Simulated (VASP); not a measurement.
# Zr (Im-3m) in VASP: a series of runs

The runs below take Zr through electric field gradients, with PBEsol.

Everything below comes from runs of VASP 6.6.1. Logs are shortened: lines on timing, memory, paths and dates and some standing lists are left out, and cuts for length are marked.

### Step 1. The cell of the first run

The structure is cubic, space group Im-3m (No. 229). The conventional cell has a = 3.571 Å, b = 3.571 Å, c = 3.571 Å, α = 90.00°, β = 90.00°, γ = 90.00°. Zr (site symmetry m-3m) has 14 Zr at 3.09 to 3.57 Å within 4.1 Å.

### Step 2. Electric field gradients, PBEsol (volume scaled by 0.96)

The input, INCAR:

```
SYSTEM = Zr
ALGO = Normal ; EDIFF = 1E-8
ENCUT = 520 ; GGA = PS
ISIF = 2 ; ISMEAR = -1
LASPH = .TRUE. ; LCHARG = .FALSE.
LEFG = .TRUE. ; LREAL = .FALSE.
LWAVE = .FALSE. ; NBANDS = 12
NELM = 80 ; PREC = Accurate
SIGMA = 0.08
```

The input, KPOINTS:

```
k-points
0
G
  14 14 14
  0 0 0
```

The input, POSCAR:

```
Zr
1.0
   -1.7855375418      1.7855375418      1.7855375418
    1.7855375418     -1.7855375418      1.7855375418
    1.7855375418      1.7855375418     -1.7855375418
Zr
1
Direct
    0.0000000000      0.0000000000      0.0000000000
```

Potentials or basis: VASP PAW PBE potentials, release 64 (Zr_sv).

On the command line:

```
cat potpaw_PBE.64/Zr_sv/POTCAR > POTCAR
mpirun -np 1 vasp_std > vasp.out
```

OUTCAR:

```text
SYSTEM = Zr
   EDIFF = 1E-8
   ENCUT = 520
   GGA = PS
   ISIF = 2
   ISMEAR = -1
   LASPH = .TRUE.
   LREAL = .FALSE.
   NELM = 80
   PREC = Accurate

 ion  position               nearest neighbor table
   1  0.000  0.000  0.000-

  LATTYP: Found a body centered cubic cell.
 ALAT       =     3.5710750836

  Lattice vectors:

 A1 = (  -1.7855375418,   1.7855375418,   1.7855375418)
 A2 = (   1.7855375418,  -1.7855375418,   1.7855375418)
 A3 = (   1.7855375418,   1.7855375418,  -1.7855375418)

Analysis of symmetry for initial positions (statically):
=====================================================================
 Subroutine PRICEL returns:
 Original cell was already a primitive cell.

 Routine SETGRP: Setting up the symmetry group for a
 body centered cubic supercell.

 Subroutine GETGRP returns: Found 48 space group operations
 (whereof 48 operations were pure point group operations)
 out of a pool of 48 trial point group operations.

The static configuration has the point symmetry O_h .

Analysis of symmetry for dynamics (positions and initial velocities):
=====================================================================
 Subroutine PRICEL returns:
 Original cell was already a primitive cell.

 Routine SETGRP: Setting up the symmetry group for a
 body centered cubic supercell.

 Subroutine GETGRP returns: Found 48 space group operations
 (whereof 48 operations were pure point group operations)
 out of a pool of 48 trial point group operations.

The dynamic configuration has the point symmetry O_h .

 Subroutine INISYM returns: Found 48 space group operations
 (whereof 48 operations are pure point group operations),
 and found     1 'primitive' translations

----------------------------------------------------------------------------------------

                                     Primitive cell

  volume of cell :      22.7702

  direct lattice vectors                    reciprocal lattice vectors
    -1.785537542  1.785537542  1.785537542     0.000000000  0.280027716  0.280027716
     1.785537542 -1.785537542  1.785537542     0.280027716  0.000000000  0.280027716
     1.785537542  1.785537542 -1.785537542     0.280027716  0.280027716  0.000000000

  length of vectors
     3.092641741  3.092641741  3.092641741     0.396018994  0.396018994  0.396018994

  position of ions in fractional coordinates (direct lattice)
     0.000000000  0.000000000  0.000000000

  ion indices of the primitive-cell ions
   primitive index   ion index
                 1           1

----------------------------------------------------------------------------------------

 KPOINTS: k-points

Automatic generation of k-mesh.
 Grid dimensions read from file:
 generate k-points for:   14   14   14

 Generating k-lattice:

  Cartesian coordinates                     Fractional coordinates (reciprocal lattice)
     0.000000000  0.020001980  0.020001980     0.071428571  0.000000000  0.000000000
     0.020001980  0.000000000  0.020001980     0.000000000  0.071428571  0.000000000
     0.020001980  0.020001980  0.000000000     0.000000000  0.000000000  0.071428571

  Length of vectors
     0.028287071  0.028287071  0.028287071

  Shift w.r.t. Gamma in fractional coordinates (k-lattice)
     0.000000000  0.000000000  0.000000000

 Subroutine IBZKPT returns following result:
 ===========================================

 Found    104 irreducible k-points:

 Following reciprocal coordinates:
            Coordinates               Weight
  0.000000  0.000000  0.000000      1.000000
  0.071429  0.000000  0.000000     12.000000
  0.142857  0.000000  0.000000     12.000000
  0.214286  0.000000  0.000000     12.000000
  0.285714  0.000000  0.000000     12.000000
  0.357143  0.000000  0.000000     12.000000
[... 16 lines left out ...]
  0.285714  0.285714  0.000000     24.000000
  0.357143  0.285714  0.000000     24.000000
 [... further k-points ...]
   k-points           NKPTS =    104   k-points in BZ     NKDIM =    104   number of bands    NBANDS=     12
   number of dos      NEDOS =    301   number of ions     NIONS =      1
   total plane-waves  NPLWV =  13824
   dimension x,y,z NGX =    24 NGY =   24 NGZ =   24
   dimension x,y,z NGXF=    48 NGYF=   48 NGZF=   48
   ions per type =               1
   NGX,Y,Z   is equivalent  to a cutoff of  12.90, 12.90, 12.90 a.u.
   NGXF,Y,Z  is equivalent  to a cutoff of  25.80, 25.80, 25.80 a.u.
 SYSTEM =  Zr
   PREC   = accura    normal or accurate (medium, high low for compatibility)
   ISTART =      0    job   : 0-new  1-cont  2-samecut
   ICHARG =      2    charge: 1-file 2-atom 10-const
   ISPIN  =      1    spin polarized calculation?
   LNONCOLLINEAR =      F non collinear calculations
   LSORBIT =      F    spin-orbit coupling
   LASPH  =      T    aspherical Exc in radial PAW
   ENCUT  =  520.0 eV  38.22 Ry    6.18 a.u.   5.75  5.75  5.75*2*pi/ulx,y,z
   NELM   =     80;   NELMIN=  2; NELMDL= -5     # of ELM steps
   EDIFF  = 0.1E-07   stopping-criterion for ELM
   LREAL  =      F    real-space projection
   EDIFFG = 0.1E-06   stopping-criterion for IOM
   NSW    =      0    number of steps for IOM
   IBRION =     -1    ionic relax: 0-MD 1-quasi-New 2-CG
   NFREE  =      0    steps in history (QN), initial steepest desc. (CG)
   ISIF   =      2    stress and relaxation
   ISYM   =      2    0-nonsym 1-usesym 2-fastsym
   POTIM  = 0.5000    time-step for ionic-motion
   TEBEG  =    0.0;   TEEND  =   0.0 temperature during run
   PSTRESS=    0.0 pullay stress
   NELECT =      12.0000    total number of electrons
   NUPDOWN=      -1.0000    fix difference up-down
   EMIN   =  10.00;   EMAX   =-10.00  energy-range for DOS
   EFERMI =   0.00;   METHOD = LEGACY
   ISMEAR =    -1;   SIGMA  =   0.08  broadening in eV -4-tet -1-fermi 0-gaus
   EFERMI_NEDOS =   21; number of points for ismear=-14 and -15
   IALGO  =     38    algorithm
   IMIX   =      4    mixing-type and parameters
     AMIX     =   0.40;   BMIX     =  1.00
     AMIX_MAG =   1.60;   BMIX_MAG =  1.00
  volume/ion in A,a.u.               =      22.77       153.66
  Fermi-wavevector in a.u.,A,eV,Ry     =   1.322350  2.498878 23.791260  1.748608
  Thomas-Fermi vector in A             =   2.452037
   LORBIT       =      0    0 simple, 1 ext, 2 COOP (PROOUT), +10 PAW based schemes
   GGA     = PS    functional components
   LHFCALC =     F    Hartree Fock is set to
   AEXX    =    0.0000 exact exchange contribution
   IVDW    =     0    specifies the selected vdW correction
   LEPSILON=     F    determine dielectric tensor
   LRPA    =     F    only Hartree local field effects (RPA)
 non-spin polarized calculation
  energy-cutoff  :      520.00
  volume of cell :       22.77
 maximum number of plane-waves:       629
   NGX = 11   NGY = 11   NGZ = 11

 number of electron      12.0000000 magnetization

 Free energy of the ion-electron system (eV)
  ---------------------------------------------------
  ext. energy  EPLUGINS =         0.00000000
  ---------------------------------------------------
  free energy    TOTEN  =        -9.02338903 eV

  energy without entropy =       -8.98537392  energy(sigma->0) =       -9.00438147

 E-fermi :   8.8250     XC(G=0): -11.2990

 val. band max:        8.8235705622   @ k =   0.2857   0.2857   0.0000
 cond. band min:       8.8256734325   @ k =   0.5000   0.5000   0.1429
 fundamental gap:      0.0021028702
 Fermi energy:         8.8250457338

 k-point     1 :       0.0000    0.0000    0.0000
  band No.  band energies     occupation
      1     -39.5199      2.00000
      2     -17.0200      2.00000
      3     -17.0200      2.00000
      4     -17.0200      2.00000
      5       3.4065      2.00000
      6       9.9539      0.00000
      7       9.9539      0.00000
      8       9.9539      0.00000
      9      12.5011      0.00000
     10      12.5011      0.00000
     11      21.2912      0.00000
     12      21.2912      0.00000

 k-point     2 :       0.0714    0.0000    0.0000
  band No.  band energies     occupation
      1     -39.5117      2.00000
      2     -17.0757      2.00000
      3     -17.0369      2.00000
      4     -17.0204      2.00000
      5       3.5850      2.00000
      6       9.8341      0.00001
      7       9.9138      0.00000
      8      10.1273      0.00000
      9      12.3158      0.00000
     10      12.4993      0.00000
     11      21.4488      0.00000
     12      21.6133      0.00000
[... 316 lines left out ...]
 k-point    24 :       0.3571    0.2857    0.0000
  band No.  band energies     occupation
      1     -39.3324      2.00000
      2     -17.8214      2.00000
      3     -17.6606      2.00000
      4     -17.1498      2.00000
      5       7.3963      2.00000
      6       8.2708      1.99804
      7       8.6926      1.67925
      8      12.6756      0.00000
      9      13.1037      0.00000
     10      17.4784      0.00000
     11      18.0183      0.00000
     12      19.4722      0.00000

 [... further k-points ...]

------------------------ aborting loop because EDIFF is reached ----------------------------------------

  FORCE on cell =-STRESS in cart. coord.  units (eV):
  Direction    XX          YY          ZZ          XY          YZ          ZX
  --------------------------------------------------------------------------------------
  -------------------------------------------------------------------------------------
  Total       -0.5035226     -0.5035226     -0.5035226     -0.0000000      0.0000000      0.0000000
  in kB      -35.4293042    -35.4293042    -35.4293042     -0.0000000      0.0000000      0.0000000
  external PRESSURE =     -35.4293042 kB  Pullay stress =       0.0000000 kB

 VOLUME and BASIS-vectors are now :
 -----------------------------------------------------------------------------
  energy-cutoff  :      520.00
  volume of cell :       22.77
      direct lattice vectors                 reciprocal lattice vectors
    -1.785537542  1.785537542  1.785537542     0.000000000  0.280027716  0.280027716
     1.785537542 -1.785537542  1.785537542     0.280027716  0.000000000  0.280027716
     1.785537542  1.785537542 -1.785537542     0.280027716  0.280027716  0.000000000

 POSITION                                       TOTAL-FORCE (eV/Angst)
 -----------------------------------------------------------------------------------
      0.00000      0.00000      0.00000         0.000000      0.000000      0.000000
 -----------------------------------------------------------------------------------
    total drift:                                0.000000      0.000000     -0.000000

  FREE ENERGIE OF THE ION-ELECTRON SYSTEM (eV)
  ---------------------------------------------------
  free  energy   TOTEN  =        -9.0233890276 eV

  energy  without entropy=       -8.9853739159  energy(sigma->0) =       -9.00438147

 Electric field gradients (V/A^2)
---------------------------------------------------------------------
 ion       V_xx      V_yy      V_zz      V_xy      V_xz      V_yz
---------------------------------------------------------------------
   1      -0.000    -0.000    -0.000    -0.000    -0.000    -0.000
---------------------------------------------------------------------

 Electric field gradients after diagonalization (V/A^2)
 (convention: |V_zz| > |V_xx| > |V_yy|)
----------------------------------------------------------------------
 ion       V_xx      V_yy      V_zz     asymmetry (V_yy - V_xx)/ V_zz
----------------------------------------------------------------------
   1       0.000     0.000    -0.000       0.000
----------------------------------------------------------------------

           NMR quadrupolar parameters

 Cq : quadrupolar parameter    Cq=e*Q*V_zz/h
 eta: asymmetry parameters     (V_yy - V_xx)/ V_zz
 Q  : nuclear electric quadrupole moment in mb (millibarn)
----------------------------------------------------------------------
 ion       Cq(MHz)       eta       Q (mb)
----------------------------------------------------------------------
   1      -0.000       0.000       1.000
----------------------------------------------------------------------
```

It took 14 s on 1 thread of Intel Xeon Platinum 8488C (Sapphire Rapids), shared host; peak memory 0.15 GiB.

What came out:

| Quantity | Value |
| --- | --- |
| Free energy | -9.0234 eV |
| Pressure | -3.5 GPa |
| Band gap on the k mesh | zero (band 6 reaches 9.95 eV, above the bottom of band 7 at 8.18 eV) |

Levels at points of the mesh, in eV from the Fermi level:
```tsv
k point	band 3	band 4	band 5	band 6	band 7	band 8	band 9	band 10
(0.00, 0.00, 0.00)	-25.85	-25.85	-5.42	1.13	1.13	1.13	3.68	3.68
(0.50, 0.00, 0.00)	-26.18	-25.85	-2.85	-0.71	1.70	3.67	4.37	6.51
(0.50, 0.50, 0.50)	-26.56	-26.56	-2.62	-2.62	5.81	5.81	5.81	7.55
```

Caveat: without QUAD_EFG the Cq values of the log hold for a quadrupole moment of 1 mb, not for the nuclei; the PAW data sets were made with another functional, which shifts forces and pressure a little.

[end of part 1 of 2]
